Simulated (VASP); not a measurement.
Wanted: the native input for a VASP 6.6.1 run.

| Item | Value |
| --- | --- |
| Task | single point |
| Functional | PBE |
| Potentials or basis | VASP PAW PBE potentials, release 64 (Sr_sv) |
| Cutoff | 520 eV |
| k mesh | 12 × 12 × 12 |
| Occupations | fermi-dirac, width 0.08 eV |
| Spin | no spin polarisation |
| Dipole correction | no |
| Further INCAR settings | ALGO = Normal; EDIFF = 1e-07; NBANDS = 11 |

The structure of Sr lies in POSCAR:

```
Sr
1.0
    0.0000000000      2.7552055670      2.7552055670
    2.7552055670      0.0000000000      2.7552055670
    2.7552055670      2.7552055670      0.0000000000
Sr
1
Direct
    0.0000000000      0.0000000000      0.0000000000
```

This cell differs from its parent crystal: volume scaled by 0.76.

These files were run (other wordings do the same):

INCAR

```
SYSTEM = Sr
ALGO = Normal
EDIFF = 1E-7
ENCUT = 520
GGA = PE
ISIF = 2
ISMEAR = -1
LASPH = .True.
LCHARG = .False.
LREAL = .False.
LWAVE = .False.
NBANDS = 11
NELM = 100
PREC = Accurate
SIGMA = 0.08
```

KPOINTS

```
k-points
0
Gamma
  12 12 12
  0 0 0
```

Potentials or basis: VASP PAW PBE potentials, release 64 (Sr_sv).

The run is started by

```sh
$ cat potpaw_PBE.64/Sr_sv/POTCAR > POTCAR
$ mpirun -np 1 vasp_std > vasp.out
```

Results of the run:

```yaml
Pressure: 5.0 GPa
```

Wall time 16 s on 1 thread of Intel(R) Xeon(R) 6975P-C (Granite Rapids), on a shared host, peak memory 0.18 GiB.
